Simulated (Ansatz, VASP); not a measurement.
BAs: VASP beside Ansatz

```
B As
1.0
     0.00000    2.39187    2.39187
     2.39187    0.00000    2.39187
     2.39187    2.39187    0.00000
B As
1 1
Direct
  0.00000 0.00000 0.00000
  0.25000 0.25000 0.25000
```

Alike in both runs: task single point; functional HSE06; k mesh 6 × 6 × 6; no spin polarisation.

```csv
,VASP,Ansatz
version,VASP 6.6.1,Ansatz 0.2.0
potentials or method,"VASP PAW PBE potentials, release 64 (B, As)","plane waves, PAW"
plane-wave cutoff (eV),520,420
occupations,"gaussian, width 0.01 eV",fixed
valence electrons in the cell,8,18
```

VASP gave:

```
gap on the k mesh at the Fermi level (eV) : 1.95
pressure (GPa)                            : -1.2
```

**Question.** What did Ansatz give for the same quantities?

**Answer.** gap on the k mesh at the Fermi level (eV): 1.94; pressure (GPa): -1.1.

VASP's potentials hold 8 valence electrons a cell and Ansatz's 18, so a difference there can come from the potentials and not from the codes. Ansatz's warnings: stress exchange threshold loose, stress scf threshold loose.
